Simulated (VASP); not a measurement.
# Ti3Al (P-6m2) in VASP: further runs, part 2 of 2

VASP 6.6.1. The steps go on from the part before.

## 4. Relaxation of cell and atoms, PBEsol

This run uses another cell than the first one, of 17.12 Å³/atom.

The input, INCAR:

```
  PREC = Accurate
  ENCUT = 600
  EDIFF = 1E-6
  ISMEAR = 0
  SIGMA = 0.1
  LREAL = F
  LASPH = T
  NELM = 60
  ALGO = Fast
  ISIF = 3
  LWAVE = F
  LCHARG = F
  GGA = PS
  IBRION = 2
  NSW = 100
  EDIFFG = -0.005
```

The input, KPOINTS:

```
regular mesh
0
Gamma
  18 18 6
```

The input, POSCAR:

```
Ti3Al
1.0
    2.9275422229      0.0000000000      0.0000000000
   -1.4637711114      2.5353259357      0.0000000000
    0.0000000000      0.0000000000      9.2263620000
Ti Al
3 1
Direct
    0.6666666700      0.3333333300      0.0000000000
    0.3333333300      0.6666666700      0.7505940000
    0.3333333300      0.6666666700      0.2494060000
    0.6666666700      0.3333333300      0.5000000000
```

Potentials or basis: VASP PAW PBE potentials, release 64 (Ti_sv, Al).

On the command line:

```console
cat potpaw_PBE.64/Ti_sv/POTCAR potpaw_PBE.64/Al/POTCAR > POTCAR
mpirun -np 1 vasp_std > vasp.out
```

OUTCAR:

```text
PREC = Accurate
   ENCUT = 600
   EDIFF = 1E-6
   ISMEAR = 0
   LREAL = F
   LASPH = T
   NELM = 60
   ISIF = 3
   GGA = PS
   IBRION = 2
   NSW = 100
   EDIFFG = -0.005

 ion  position               nearest neighbor table
   1  0.667  0.333  0.000-   2 2.86   3 2.86   2 2.86   3 2.86   2 2.86   3 2.86
   2  0.333  0.667  0.751-   1 2.86   1 2.86   1 2.86   4 2.86   4 2.86   4 2.86
   3  0.333  0.667  0.249-   1 2.86   1 2.86   1 2.86   4 2.86   4 2.86   4 2.86
   4  0.667  0.333  0.500-   2 2.86   3 2.86   2 2.86   3 2.86   2 2.86   3 2.86

  LATTYP: Found a hexagonal cell.
 ALAT       =     2.9275422229
 C/A-ratio  =     3.1515726495

  Lattice vectors:

 A1 = (   2.9275422229,   0.0000000000,   0.0000000000)
 A2 = (  -1.4637711114,   2.5353259357,   0.0000000000)
 A3 = (   0.0000000000,   0.0000000000,   9.2263620000)

Analysis of symmetry for initial positions (statically):
=====================================================================
 Subroutine PRICEL returns:
 Original cell was already a primitive cell.

 Routine SETGRP: Setting up the symmetry group for a
 hexagonal supercell.

 Subroutine GETGRP returns: Found 12 space group operations
 (whereof 12 operations were pure point group operations)
 out of a pool of 24 trial point group operations.

The static configuration has the point symmetry D_3h.

Analysis of symmetry for dynamics (positions and initial velocities):
=====================================================================
 Subroutine PRICEL returns:
 Original cell was already a primitive cell.

 Routine SETGRP: Setting up the symmetry group for a
 hexagonal supercell.

 Subroutine GETGRP returns: Found 12 space group operations
 (whereof 12 operations were pure point group operations)
 out of a pool of 24 trial point group operations.

The dynamic configuration has the point symmetry D_3h.

 Subroutine INISYM returns: Found 12 space group operations
 (whereof 12 operations are pure point group operations),
[... 139 lines left out ...]
   NGX = 11   NGY = 11   NGZ = 37

--------------------------------------- Ionic step        1  -------------------------------------------

 number of electron      38.9999991 magnetization

 Free energy of the ion-electron system (eV)
  ---------------------------------------------------
  ext. energy  EPLUGINS =         0.00000000
  ---------------------------------------------------
  free energy    TOTEN  =       -29.60485894 eV

  energy without entropy =      -29.58632122  energy(sigma->0) =      -29.59559008

------------------------ aborting loop because EDIFF is reached ----------------------------------------

  FORCE on cell =-STRESS in cart. coord.  units (eV):
  Direction    XX          YY          ZZ          XY          YZ          ZX
  --------------------------------------------------------------------------------------
  -------------------------------------------------------------------------------------
  Total       -1.5201727     -1.5201727     -1.5173095     -0.0000000      0.0000000     -0.0000000
  in kB      -35.5660843    -35.5660843    -35.4990966     -0.0000000      0.0000000     -0.0000000
  external PRESSURE =     -35.5437551 kB  Pullay stress =       0.0000000 kB
[... 95 lines left out ...]
  FREE ENERGIE OF THE ION-ELECTRON SYSTEM (eV)
  ---------------------------------------------------
  free  energy   TOTEN  =       -29.6303586810 eV

  energy  without entropy=      -29.6120862084  energy(sigma->0) =      -29.62122244

[... ionic steps 4 to 12 ...]

--------------------------------------- Ionic step       13  -------------------------------------------

 number of electron      38.9999998 magnetization

------------------------ aborting loop because EDIFF is reached ----------------------------------------
[... 71 lines left out ...]
--------------------------------------- Ionic step       15  -------------------------------------------

 number of electron      38.9999997 magnetization

 Free energy of the ion-electron system (eV)
  ---------------------------------------------------
  ext. energy  EPLUGINS =         0.00000000
  ---------------------------------------------------
  free energy    TOTEN  =       -29.63063224 eV

  energy without entropy =      -29.61235587  energy(sigma->0) =      -29.62149406

 E-fermi :   8.2145     XC(G=0): -11.4616

 val. band max:        8.2126542764   @ k =   0.1111   0.0556   0.0000
 cond. band min:       8.2227759331   @ k =   0.5000  -0.0000   0.5000
 fundamental gap:      0.0101216567
 Fermi energy:         8.2144817231

 k-point     1 :       0.0000    0.0000    0.0000
  band No.  band energies     occupation
      1     -48.2167      2.00000
      2     -48.1591      2.00000
      3     -48.0910      2.00000
      4     -24.8717      2.00000
      5     -24.5881      2.00000
      6     -24.2617      2.00000
[... 613 lines left out ...]
     22       8.9188      0.00000
     23       9.3585      0.00000

 [... further k-points ...]
[... 5 lines left out ...]
  --------------------------------------------------------------------------------------
  -------------------------------------------------------------------------------------
  Total       -0.0010806     -0.0010806      0.0028945     -0.0000000     -0.0000000     -0.0000000
  in kB       -0.0261240     -0.0261240      0.0699770     -0.0000000     -0.0000000     -0.0000000
  external PRESSURE =       0.0059097 kB  Pullay stress =       0.0000000 kB
[... 19 lines left out ...]
  FREE ENERGIE OF THE ION-ELECTRON SYSTEM (eV)
  ---------------------------------------------------
  free  energy   TOTEN  =       -29.6306322424 eV

  energy  without entropy=      -29.6123558695  energy(sigma->0) =      -29.62149406

 reached required accuracy - stopping structural energy minimisation
```

OSZICAR:

```text
N       E                     dE             d eps       ncg     rms          rms(c)
DAV:   1     0.473386456906E+03    0.47339E+03   -0.21883E+04  6808   0.216E+03
DAV:   2     0.270747027973E+02   -0.44631E+03   -0.44356E+03  6822   0.602E+02
DAV:   3    -0.270782182997E+02   -0.54153E+02   -0.53265E+02 12820   0.168E+02
[... 225 lines left out ...]
RMM:   4    -0.296306279389E+02    0.19395E-04   -0.89851E-05  9770   0.960E-02    0.103E-02
RMM:   5    -0.296306289160E+02   -0.97705E-06   -0.40280E-05  9611   0.600E-02    0.474E-03
RMM:   6    -0.296306303472E+02   -0.14312E-05   -0.21542E-05  9293   0.363E-02    0.420E-03
RMM:   7    -0.296306316192E+02   -0.12720E-05   -0.11398E-05  7654   0.222E-02    0.348E-03
RMM:   8    -0.296306322424E+02   -0.62323E-06   -0.56222E-06  6549   0.156E-02
  15 F= -.29630632E+02 E0= -.29621494E+02  d E =-.496715E-05
```

Run time: 31 min. Hardware: 1 thread of Intel Xeon 6975P-C (Granite Rapids), shared host; peak memory 0.41 GiB.

What came out:

```
Free energy                           : -29.6306 eV
Relaxed volume                        : 16.57 Å³/atom
Relaxed cell                          : a = 2.894 Å, b = 2.894 Å, c = 9.136 Å, α = 90.00°, β = 90.00°, γ = 120.00°
Space group after relaxing (to 0.1 Å) : P-6m2 (No. 187)
Energy gained by relaxing             : 6.4 meV/atom
Ionic steps                           : 15
Pressure after relaxing               : 0.0 GPa
Band gap on the k mesh                : zero (an odd number of electrons rules out a gap without spin polarisation)
```

Forces on the atoms (eV/Å):
```
Ti   0.000  0.000  0.000
Ti   0.000  0.000 -0.002
Ti   0.000  0.000  0.002
Al   0.000  0.000  0.000
```

The path:
```tsv
step	energy change (eV)	largest force (eV/Å)	pressure (GPa)	volume (Å³)
1	0.0000	0.0770	-3.55	68.48
2	-0.0130	0.0142	2.53	64.78
3	-0.0255	0.0404	0.00	66.29
4	-0.0255	0.0415	0.04	66.24
5	-0.0257	0.0186	0.05	66.24
6	-0.0257	0.0106	0.05	66.24
7	-0.0257	0.0108	0.05	66.24
8	-0.0257	0.0083	0.05	66.24
9	-0.0257	0.0125	0.05	66.24
10	-0.0258	0.0053	0.00	66.29
11	-0.0258	0.0023	-0.05	66.32
12	-0.0258	0.0045	-0.09	66.31
13	-0.0258	0.0057	-0.07	66.30
14	-0.0258	0.0077	-0.06	66.30
15	-0.0258	0.0022	0.00	66.27
```

Final structure:
```yaml
crystal:
  lattice:
    - [2.89411, 0.00000, 0.00000]
    - [-1.44705, 2.50637, 0.00000]
    - [0.00000, 0.00000, 9.13629]
  atoms:
    - { symbol: Ti, position: [0.66667, 0.33333, 0.00000] }
    - { symbol: Ti, position: [0.33333, 0.66667, 0.75134] }
    - { symbol: Ti, position: [0.33333, 0.66667, 0.24866] }
    - { symbol: Al, position: [0.66667, 0.33333, 0.50000] }
```

Levels at points of the mesh, in eV from the Fermi level:
| k point | band 16 | band 17 | band 18 | band 19 | band 20 | band 21 | band 22 | band 23 |
| --- | --- | --- | --- | --- | --- | --- | --- | --- |
| (0.00, 0.00, 0.00) | -2.53 | -0.78 | 0.55 | 0.77 | 0.85 | 0.85 | 0.94 | 0.94 |
| (0.50, 0.00, 0.00) | -2.15 | -1.50 | -1.27 | -0.65 | -0.36 | 0.92 | 1.06 | 1.20 |
| (0.00, 0.00, 0.50) | -3.17 | -1.05 | 0.49 | 0.81 | 0.85 | 0.85 | 0.94 | 0.94 |
| (0.50, 0.00, 0.50) | -2.07 | -1.58 | -1.25 | -0.96 | 0.01 | 0.88 | 0.94 | 1.12 |

Caveat: the PAW data sets were made with another functional, which shifts forces and pressure a little.

## 5. The runs side by side

| task | cell | k mesh | cutoff (eV) | smearing | gap on the mesh (eV) | pressure (GPa) | largest force (eV/Å) |
| --- | --- | --- | --- | --- | --- | --- | --- |
| single point | a = 2.896, b = 2.896, c = 9.139 Å, angles 90.0, 90.0, 120.0°, 4 atoms, atomic positions A | 18 × 18 × 6 | 520 | gaussian 0.1 eV | none | -0.1 | 0.01 |
| single point | a = 2.896, b = 2.896, c = 18.279 Å, angles 90.0, 90.0, 120.0°, 8 atoms, atomic positions B | 12 × 12 × 2 | 520 | gaussian 0.15 eV | none | -0.2 | 0.01 |
| relaxation of cell and atoms | relaxed from a = 2.928, b = 2.928, c = 9.226 Å, angles 90.0, 90.0, 120.0°, 4 atoms, atomic positions A | 18 × 18 × 6 | 600 | gaussian 0.1 eV | none | 0.0 | - |

Alike in all rows: level PBEsol; potentials or basis VASP PAW PBE potentials, release 64 (Ti_sv, Al); no spin polarisation.

Caveats: the PAW data sets were made with another functional, which shifts forces and pressure a little.

Total energies depend on the potentials used, so only differences within one code and one set of settings carry meaning.
